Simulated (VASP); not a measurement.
Input of a VASP 6.6.1 run:

Contents of INCAR:

```
PREC = Accurate
ENCUT = 500
EDIFF = 1E-6
ISMEAR = 0
SIGMA = 0.2
LREAL = F
LASPH = T
NELM = 120
ALGO = Normal
ISIF = 2
LWAVE = F
LCHARG = F
GGA = PE
NBANDS = 13
GGA_COMPAT = F
```

The input KPOINTS:

```
Automatic mesh
0
Gamma
  7 7 7
```

The input POSCAR:

```
TaH
1.0
    0.0000000000      2.2103078075      2.2103078075
    2.2103078075      0.0000000000      2.2103078075
    2.2103078075      2.2103078075      0.0000000000
Ta H
1 1
Direct
    0.7500000000      0.7500000000      0.7500000000
    0.5000000000      0.5000000000      0.5000000000
```

Potentials or basis: VASP PAW PBE potentials, release 64 (Ta_pv, H).

Command:

```console
$ cat potpaw_PBE.64/Ta_pv/POTCAR potpaw_PBE.64/H/POTCAR > POTCAR
$ mpirun -np 1 vasp_std > vasp.out
```

Problem. Estimate the pressure.

Solution. -0.2 GPa.

Problem. What does it give for the band gap on the k mesh?

Solution. Zero (band 6 reaches 5.53 eV, above the bottom of band 7 at 4.98 eV).

Caveat: spin-orbit coupling is left out, which moves the levels of the heavy elements.
